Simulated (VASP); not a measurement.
# Hf (I4/mmm) in VASP: notebook

The runs below take Hf through single point, with LDA.

Everything below comes from runs of VASP 6.6.1. Logs are shortened: lines on timing, memory, paths and dates and some standing lists are left out, and cuts for length are marked.

## Step 1: The cell of the first run

Symmetry: I4/mmm, No. 139, tetragonal system. The conventional cell has a = 3.598 Å, b = 3.598 Å, c = 3.201 Å, α = 90.00°, β = 90.00°, γ = 90.00°. Hf (site symmetry 4/mmm) has 14 Hf at 3.01 to 3.60 Å within 4.0 Å.

## Step 2: Single point, LDA (20.72 Å³/atom)

INCAR

```
ALGO     = Fast           # electronic algorithm
EDIFF    = 1E-6           # SCF threshold, eV
ENCUT    = 520            # plane-wave cutoff, eV
ISIF     = 2              # what is computed and relaxed
ISMEAR   = 0              # smearing method
LASPH    = True           # aspherical terms in the spheres
LCHARG   = False          # write CHGCAR
LREAL    = False          # projectors in reciprocal space
LWAVE    = False          # write WAVECAR
NBANDS   = 11             # bands
NELM     = 100            # most SCF steps
PREC     = Accurate       # precision mode
SIGMA    = 0.15           # smearing width, eV
```

KPOINTS

```
k-points
0
Gamma
  20 20 20
```

POSCAR

```
Hf
1.0
    0.0000000000      2.5439928088      1.6006802753
    2.5439928088      0.0000000000      1.6006802753
    2.5439928088      2.5439928088      0.0000000000
Hf
1
Direct
    0.0000000000      0.0000000000      0.0000000000
```

Potentials or basis: VASP PAW LDA potentials, release 64 (Hf_pv).

On the command line:

```console
cat potpaw_LDA.64/Hf_pv/POTCAR > POTCAR
mpirun -np 1 vasp_std > vasp.out
```

OUTCAR:

```text
EDIFF = 1E-6
   ENCUT = 520
   ISIF = 2
   ISMEAR = 0
   LASPH = True
   LREAL = False
   NELM = 100
   PREC = Accurate

 ion  position               nearest neighbor table
   1  0.000  0.000  0.000-

  LATTYP: Found a body centered tetragonal cell.
 ALAT       =     3.5977491328
 C/A-ratio  =     0.8898231734

  Lattice vectors:

 A1 = (   0.0000000000,  -2.5439928088,  -1.6006802753)
 A2 = (   0.0000000000,   2.5439928088,  -1.6006802753)
 A3 = (   2.5439928088,   0.0000000000,   1.6006802753)

Analysis of symmetry for initial positions (statically):
=====================================================================
 Subroutine PRICEL returns:
 Original cell was already a primitive cell.

 Routine SETGRP: Setting up the symmetry group for a
 body centered tetragonal supercell.

 Subroutine GETGRP returns: Found 16 space group operations
 (whereof 16 operations were pure point group operations)
 out of a pool of 16 trial point group operations.

The static configuration has the point symmetry D_4h.

Analysis of symmetry for dynamics (positions and initial velocities):
=====================================================================
 Subroutine PRICEL returns:
 Original cell was already a primitive cell.

 Routine SETGRP: Setting up the symmetry group for a
 body centered tetragonal supercell.

 Subroutine GETGRP returns: Found 16 space group operations
 (whereof 16 operations were pure point group operations)
 out of a pool of 16 trial point group operations.

The dynamic configuration has the point symmetry D_4h.

 Subroutine INISYM returns: Found 16 space group operations
 (whereof 16 operations are pure point group operations),
 and found     1 'primitive' translations

----------------------------------------------------------------------------------------

                                     Primitive cell

  volume of cell :      20.7189

  direct lattice vectors                    reciprocal lattice vectors
     0.000000000  2.543992809  1.600680275    -0.196541436  0.196541436  0.312367190
     2.543992809  0.000000000  1.600680275     0.196541436 -0.196541436  0.312367190
     2.543992809  2.543992809  0.000000000     0.196541436  0.196541436 -0.312367190

  length of vectors
     3.005674093  3.005674093  3.597749133     0.418127174  0.418127174  0.418127174

  position of ions in fractional coordinates (direct lattice)
     0.000000000  0.000000000  0.000000000

  ion indices of the primitive-cell ions
   primitive index   ion index
                 1           1

----------------------------------------------------------------------------------------

 KPOINTS: k-points

Automatic generation of k-mesh.
 Grid dimensions read from file:
 generate k-points for:   20   20   20

 Generating k-lattice:

  Cartesian coordinates                     Fractional coordinates (reciprocal lattice)
    -0.009827072  0.009827072  0.015618360     0.050000000  0.000000000  0.000000000
     0.009827072 -0.009827072  0.015618360     0.000000000  0.050000000  0.000000000
     0.009827072  0.009827072 -0.015618360     0.000000000  0.000000000  0.050000000

  Length of vectors
     0.020906359  0.020906359  0.020906359

  Shift w.r.t. Gamma in fractional coordinates (k-lattice)
     0.000000000  0.000000000  0.000000000

 Subroutine IBZKPT returns following result:
 ===========================================

 Found    641 irreducible k-points:

 Following reciprocal coordinates:
            Coordinates               Weight
  0.000000  0.000000  0.000000      1.000000
  0.050000  0.000000  0.000000      8.000000
  0.100000 -0.000000  0.000000      8.000000
  0.150000  0.000000  0.000000      8.000000
  0.200000 -0.000000  0.000000      8.000000
  0.250000 -0.000000  0.000000      8.000000
[... 16 lines left out ...]
 -0.400000  0.050000  0.000000      8.000000
 -0.350000  0.050000  0.000000      8.000000
 [... further k-points ...]
   k-points           NKPTS =    641   k-points in BZ     NKDIM =    641   number of bands    NBANDS=     11
   number of dos      NEDOS =    301   number of ions     NIONS =      1
   total plane-waves  NPLWV =  16128
   dimension x,y,z NGX =    24 NGY =   24 NGZ =   28
   dimension x,y,z NGXF=    48 NGYF=   48 NGZF=   56
   ions per type =               1
   NGX,Y,Z   is equivalent  to a cutoff of  13.27, 13.27, 12.94 a.u.
   NGXF,Y,Z  is equivalent  to a cutoff of  26.55, 26.55, 25.88 a.u.
 SYSTEM =  unknown system
   PREC   = accura    normal or accurate (medium, high low for compatibility)
   ISTART =      0    job   : 0-new  1-cont  2-samecut
   ICHARG =      2    charge: 1-file 2-atom 10-const
   ISPIN  =      1    spin polarized calculation?
   LNONCOLLINEAR =      F non collinear calculations
   LSORBIT =      F    spin-orbit coupling
   LASPH  =      T    aspherical Exc in radial PAW
   ENCUT  =  520.0 eV  38.22 Ry    6.18 a.u.   5.59  5.59  6.69*2*pi/ulx,y,z
   NELM   =    100;   NELMIN=  2; NELMDL= -5     # of ELM steps
   EDIFF  = 0.1E-05   stopping-criterion for ELM
   LREAL  =      F    real-space projection
   EDIFFG = 0.1E-04   stopping-criterion for IOM
   NSW    =      0    number of steps for IOM
   IBRION =     -1    ionic relax: 0-MD 1-quasi-New 2-CG
   NFREE  =      0    steps in history (QN), initial steepest desc. (CG)
   ISIF   =      2    stress and relaxation
   ISYM   =      2    0-nonsym 1-usesym 2-fastsym
   POTIM  = 0.5000    time-step for ionic-motion
   TEBEG  =    0.0;   TEEND  =   0.0 temperature during run
   PSTRESS=    0.0 pullay stress
   NELECT =      10.0000    total number of electrons
   NUPDOWN=      -1.0000    fix difference up-down
   EMIN   =  10.00;   EMAX   =-10.00  energy-range for DOS
   EFERMI =   0.00;   METHOD = LEGACY
   ISMEAR =     0;   SIGMA  =   0.15  broadening in eV -4-tet -1-fermi 0-gaus
   EFERMI_NEDOS =   21; number of points for ismear=-14 and -15
   IALGO  =     68    algorithm
   IMIX   =      4    mixing-type and parameters
     AMIX     =   0.40;   BMIX     =  1.00
     AMIX_MAG =   1.60;   BMIX_MAG =  1.00
  volume/ion in A,a.u.               =      20.72       139.82
  Fermi-wavevector in a.u.,A,eV,Ry     =   1.284161  2.426712 22.436943  1.649069
  Thomas-Fermi vector in A             =   2.416371
   LORBIT       =      0    0 simple, 1 ext, 2 COOP (PROOUT), +10 PAW based schemes
   GGA     = CA    functional components
   LHFCALC =     F    Hartree Fock is set to
   AEXX    =    0.0000 exact exchange contribution
   IVDW    =     0    specifies the selected vdW correction
   LEPSILON=     F    determine dielectric tensor
   LRPA    =     F    only Hartree local field effects (RPA)
 non-spin polarized calculation
 RMM-DIIS sequential band-by-band and
 Gauss-broadening in eV      SIGMA  =   0.15
  energy-cutoff  :      520.00
  volume of cell :       20.72
 maximum number of plane-waves:       574
   NGX = 11   NGY = 11   NGZ = 13

 number of electron      10.0000001 magnetization

 Free energy of the ion-electron system (eV)
  ---------------------------------------------------
  ext. energy  EPLUGINS =         0.00000000
  ---------------------------------------------------
  free energy    TOTEN  =       -10.58295901 eV

  energy without entropy =      -10.56562697  energy(sigma->0) =      -10.57429299

 E-fermi :   5.0302     XC(G=0): -11.8206

 val. band max:        5.0263668418   @ k =   0.2500   0.2500   0.0000
 cond. band min:       5.0316804323   @ k =  -0.2000   0.2000   0.1000
 fundamental gap:      0.0053135904
 Fermi energy:         5.0302322787

 k-point     1 :       0.0000    0.0000    0.0000
  band No.  band energies     occupation
      1     -24.4077      2.00000
      2     -24.4077      2.00000
      3     -24.3767      2.00000
      4      -2.2203      2.00000
      5       5.6098      0.00000
      6       7.1056      0.00000
      7       7.1056      0.00000
      8       8.3622      0.00000
      9      10.4200      0.00000
     10      18.1762      0.00000
     11      18.1762      0.00000

 k-point     2 :       0.0500    0.0000    0.0000
  band No.  band energies     occupation
      1     -24.4264      2.00000
      2     -24.4168      2.00000
      3     -24.3891      2.00000
      4      -2.1123      2.00000
      5       5.6353      0.00000
      6       7.0535      0.00000
      7       7.0896      0.00000
      8       8.3717      0.00000
      9      10.3022      0.00000
     10      18.3869      0.00000
     11      18.4117      0.00000

 k-point     3 :       0.1000   -0.0000    0.0000
  band No.  band energies     occupation
      1     -24.5046      2.00000
      2     -24.4430      2.00000
      3     -24.4000      2.00000
      4      -1.7966      2.00000
      5       5.6483      0.00000
      6       6.8613      0.00000
      7       7.1257      0.00000
      8       8.4417      0.00000
      9      10.0377      0.00000
     10      18.9803      0.00000
     11      18.9875      0.00000

 k-point     4 :       0.1500    0.0000    0.0000
  band No.  band energies     occupation
      1     -24.6316      2.00000
      2     -24.4835      2.00000
      3     -24.4095      2.00000
      4      -1.2987      2.00000
      5       5.5183      0.00000
      6       6.5028      0.00000
      7       7.3912      0.00000
      8       8.6368      0.00000
      9       9.7776      0.00000
     10      17.5661      0.00000
     11      19.5151      0.00000
[... 239 lines left out ...]
 k-point    22 :      -0.4500    0.0500    0.0000
  band No.  band energies     occupation
      1     -25.4352      2.00000
      2     -24.7697      2.00000
      3     -24.4803      2.00000
      4       1.5048      2.00000
      5       4.0353      2.00000
      6       6.3958      0.00000
      7       9.2189      0.00000
      8      11.1424      0.00000
      9      12.7801      0.00000
     10      16.0637      0.00000
     11      17.3197      0.00000

 k-point    23 :      -0.4000    0.0500    0.0000
  band No.  band energies     occupation
      1     -25.3585      2.00000
      2     -24.7463      2.00000
      3     -24.4716      2.00000
      4       1.4211      2.00000
      5       4.1818      2.00000
      6       5.9065      0.00000
      7       9.3897      0.00000
      8      10.5778      0.00000
      9      11.8967      0.00000
     10      16.3262      0.00000
     11      18.4439      0.00000

 k-point    24 :      -0.3500    0.0500    0.0000
  band No.  band energies     occupation
      1     -25.2424      2.00000
      2     -24.7086      2.00000
      3     -24.4607      2.00000
      4       1.1729      2.00000
      5       4.4051      2.00000
      6       5.5014      0.00001
      7       9.5158      0.00000
      8      10.0264      0.00000
      9      10.8335      0.00000
     10      16.8281      0.00000
     11      17.5731      0.00000

 [... further k-points ...]
[... 5 lines left out ...]
  --------------------------------------------------------------------------------------
  -------------------------------------------------------------------------------------
  Total        0.0232661      0.0232661     -0.4923616      0.0000000      0.0000000      0.0000000
  in kB        1.7991530      1.7991530    -38.0739952      0.0000000      0.0000000      0.0000000
  external PRESSURE =     -11.4918964 kB  Pullay stress =       0.0000000 kB

 VOLUME and BASIS-vectors are now :
 -----------------------------------------------------------------------------
  energy-cutoff  :      520.00
  volume of cell :       20.72
      direct lattice vectors                 reciprocal lattice vectors
     0.000000000  2.543992809  1.600680275    -0.196541436  0.196541436  0.312367190
     2.543992809  0.000000000  1.600680275     0.196541436 -0.196541436  0.312367190
     2.543992809  2.543992809  0.000000000     0.196541436  0.196541436 -0.312367190

 POSITION                                       TOTAL-FORCE (eV/Angst)
 -----------------------------------------------------------------------------------
      0.00000      0.00000      0.00000         0.000000     -0.000000      0.000000
 -----------------------------------------------------------------------------------
    total drift:                               -0.000000     -0.000000      0.000000

  FREE ENERGIE OF THE ION-ELECTRON SYSTEM (eV)
  ---------------------------------------------------
  free  energy   TOTEN  =       -10.5829590149 eV

  energy  without entropy=      -10.5656269672  energy(sigma->0) =      -10.57429299
```

Wall time 3.3 min (1 thread of Intel Xeon 8259CL, shared host); peak memory 0.26 GiB.

What came out:

| Property | Result |
| --- | --- |
| Free energy | -10.5830 eV |
| Pressure | -1.1 GPa |
| Band gap on the k mesh | zero (bands 5 and 6 overlap by 1.86 eV) |

Stress tensor (GPa, compression positive):
```
 0.18  0.00  0.00
 0.00  0.18  0.00
 0.00  0.00 -3.81
```

Caveat: spin-orbit coupling is left out, which moves the levels of the heavy elements.

## Step 3: Single point, LDA (20.72 Å³/atom)

INCAR

```
SYSTEM = Hf
PREC = Accurate
ENCUT = 520
EDIFF = 1E-6
ISMEAR = 0
SIGMA = 0.15
LREAL = .FALSE.
LASPH = .TRUE.
NELM = 80
ALGO = Fast
ISIF = 2
LWAVE = .FALSE.
LCHARG = .FALSE.
NBANDS = 11
```

KPOINTS

```
regular mesh
0
G
  20 20 20
  0 0 0
```

POSCAR

```
Hf
1.0
    0.0000000000      2.2951024137      1.9666732583
    2.2951024137      0.0000000000      1.9666732583
    2.2951024137      2.2951024137      0.0000000000
Hf
1
Direct
    0.0000000000      0.0000000000      0.0000000000
```

Potentials or basis: VASP PAW LDA potentials, release 64 (Hf_pv).

On the command line:

```console
cat potpaw_LDA.64/Hf_pv/POTCAR > POTCAR
mpirun -np 1 vasp_std > vasp.out
```

Wall time 2.5 min (1 thread of Intel Xeon 8259CL, shared host); peak memory 0.25 GiB.

Results (log left out):

```
Free energy            : -10.5978 eV
Pressure               : -0.2 GPa
Band gap on the k mesh : zero (bands 5 and 6 overlap by 2.02 eV)
```

Stress tensor (GPa, compression positive):
```
-1.82  0.00  0.00
 0.00 -1.82  0.00
 0.00  0.00  2.94
```

Levels at points of the mesh, in eV from the Fermi level:
```csv
k point,band 3,band 4,band 5,band 6,band 7,band 8
"(0.00, 0.00, 0.00)",-29.52,-7.34,1.04,1.04,2.72,3.02
"(0.50, 0.00, 0.00)",-29.56,-3.79,0.14,1.13,2.41,6.02
"(0.50, 0.50, 0.00)",-30.09,-3.34,-2.70,5.06,6.80,7.44
"(0.50, 0.00, 0.50)",-29.69,-3.63,-2.01,2.33,6.15,6.48
```

Caveat: spin-orbit coupling is left out, which moves the levels of the heavy elements.

## Step 4: Single point, LDA (20.72 Å³/atom)

INCAR

```
ALGO = Fast ; EDIFF = 1E-6
ENCUT = 520 ; GGA = CA
ISIF = 2 ; ISMEAR = 0
LASPH = T ; LCHARG = T
LELF = T ; LREAL = F
LVHAR = T ; LWAVE = F
NBANDS = 11 ; NELM = 80
PREC = Accurate ; SIGMA = 0.15
```

KPOINTS

```
k-points
0
Gamma
  20 20 20
```

POSCAR

```
Hf
1.0
    0.0000000000      2.0705632361      2.4163472966
    2.0705632361      0.0000000000      2.4163472966
    2.0705632361      2.0705632361      0.0000000000
Hf
1
Direct
    0.0000000000      0.0000000000      0.0000000000
```

On the command line:

```console
cat potpaw_LDA.64/Hf_pv/POTCAR > POTCAR
mpirun -np 1 vasp_std > vasp.out
```

It took 2.6 min on 1 thread of Intel Xeon 8259CL, shared host; peak memory 0.25 GiB.

It converged, with:

```
Free energy            : -10.5891 eV
Pressure               : -0.2 GPa
Band gap on the k mesh : zero (bands 5 and 6 overlap by 1.70 eV)
```

Stress tensor (GPa, compression positive):
```
 2.18  0.00  0.00
 0.00  2.18  0.00
 0.00  0.00 -5.10
```

Levels at points of the mesh, in eV from the Fermi level:
| k point | band 2 | band 3 | band 4 | band 5 | band 6 | band 7 | band 8 | band 9 |
| --- | --- | --- | --- | --- | --- | --- | --- | --- |
| (0.00, 0.00, 0.00) | -29.49 | -29.49 | -7.30 | 0.22 | 2.28 | 2.28 | 2.71 | 5.86 |
| (0.50, 0.00, 0.00) | -29.76 | -29.52 | -3.74 | 0.24 | 1.16 | 2.25 | 6.35 | 7.08 |
| (0.50, 0.50, 0.00) | -29.71 | -29.71 | -3.73 | -2.15 | 1.61 | 7.15 | 7.41 | 7.41 |
| (0.50, 0.00, 0.50) | -30.19 | -29.80 | -3.44 | -2.31 | 4.11 | 6.12 | 6.13 | 8.75 |

Caveat: the stress differs along the axes, from -5 to 2 GPa; spin-orbit coupling is left out, which moves the levels of the heavy elements.

## Step 5: Single point, LDA (22.38 Å³/atom)

This run uses another cell than the first one, of 22.38 Å³/atom.

INCAR

```
  PREC = Accurate
  ENCUT = 520
  EDIFF = 1E-6
  ISMEAR = 0
  SIGMA = 0.15
  LREAL = F
  LASPH = T
  NELM = 60
  ALGO = Fast
  ISIF = 2
  LWAVE = F
  LCHARG = F
  NBANDS = 11
```

KPOINTS

```
regular mesh
0
Gamma
  20 20 20
```

POSCAR

```
Hf
1.0
    0.0000000000      2.1243555250      2.4791228976
    2.1243555250      0.0000000000      2.4791228976
    2.1243555250      2.1243555250      0.0000000000
Hf
1
Direct
    0.0000000000      0.0000000000      0.0000000000
```

On the command line:

```console
cat potpaw_LDA.64/Hf_pv/POTCAR > POTCAR
mpirun -np 1 vasp_std > vasp.out
```

It took 82 s on 1 thread of Intel Xeon Platinum 8488C (Sapphire Rapids), shared host; peak memory 0.26 GiB.

Results (log left out):

| Quantity | Value |
| --- | --- |
| Free energy | -10.5447 eV |
| Pressure | -8.0 GPa |
| Band gap on the k mesh | zero (bands 5 and 6 overlap by 1.66 eV) |

Stress tensor (GPa, compression positive):
```
 -5.53   0.00   0.00
  0.00  -5.53   0.00
  0.00   0.00 -12.83
```

Levels at points of the mesh, in eV from the Fermi level:
```csv
k point,band 3,band 4,band 5,band 6,band 7,band 8
"(0.00, 0.00, 0.00)",-29.78,-7.06,0.26,2.18,2.18,2.55
"(0.50, 0.00, 0.00)",-29.80,-3.52,0.29,0.86,2.15,5.84
"(0.50, 0.50, 0.00)",-29.95,-3.47,-1.91,1.26,6.54,6.78
"(0.50, 0.00, 0.50)",-30.02,-3.10,-2.02,3.60,5.62,5.64
```

Caveat: the stress differs along the axes, from -13 to -6 GPa; spin-orbit coupling is left out, which moves the levels of the heavy elements.

## Step 6: Overview

| cell | gap on the mesh (eV) | pressure (GPa) |
| --- | --- | --- |
| a = 3.006, b = 3.006, c = 3.598 Å, angles 53.2, 53.2, 73.5°, 1 atom | none | -1.1 |
| a = 3.022, b = 3.022, c = 3.246 Å, angles 57.5, 57.5, 65.0°, 1 atom | none | -0.2 |
| a = 3.182, b = 3.182, c = 2.928 Å, angles 62.6, 62.6, 54.8°, 1 atom | none | -0.2 |
| a = 3.265, b = 3.265, c = 3.004 Å, angles 62.6, 62.6, 54.8°, 1 atom | none | -8.0 |

Alike in all rows: task single point; level LDA; potentials or basis VASP PAW LDA potentials, release 64 (Hf_pv); no spin polarisation; k mesh 20 × 20 × 20; cutoff (eV) 520; smearing gaussian 0.15 eV.

Caveats: spin-orbit coupling is left out, which moves the levels of the heavy elements; the stress differs along the axes, from -5 to 2 GPa (at least some runs); the stress differs along the axes, from -13 to -6 GPa (at least some runs).

Absolute energies hang on the potentials; compare differences alone.
